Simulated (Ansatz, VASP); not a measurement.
## One calculation of Mg2Se3, two programs

```
Mg Se
1.0
     2.02665    1.17009    7.91623
    -2.02665    1.17009    7.91623
     0.00000   -2.34017    7.91623
Mg Se
2 3
Direct
  0.40062 0.40062 0.40062
  0.59938 0.59938 0.59938
  0.00000 0.00000 0.00000
  0.21301 0.21301 0.21301
  0.78699 0.78699 0.78699
```

Alike in both runs: functional PBE; k mesh 12 × 12 × 12; occupations gaussian, width 0.1 eV; no spin polarisation.

Ansatz relaxed the structure, and its values are those at the end. VASP's run is a single point on that final structure, the one shown.

|  | VASP | Ansatz |
| --- | --- | --- |
| version | VASP 6.6.1 | Ansatz 0.2.0 |
| potentials or method | VASP PAW PBE potentials, release 64 (Mg, Se), cutoff 520 eV | scalar-relativistic, plane waves, PAW |
| valence electrons in the cell | 22 | 68 |

Ansatz gave:

| Quantity | Value |
| --- | --- |
| gap on the k mesh at the Fermi level (eV) | none |
| pressure (GPa) | 0.0 |

Task: Estimate VASP's values.

Result: gap on the k mesh at the Fermi level (eV): none; pressure (GPa): -0.1.

A gap of «none» marks a metal or a gap that the smearing closes. The functional is the same, so the differences come from potentials, cutoffs and numerics. VASP's potentials hold 22 valence electrons a cell and Ansatz's 68, so a difference there can come from the potentials and not from the codes.
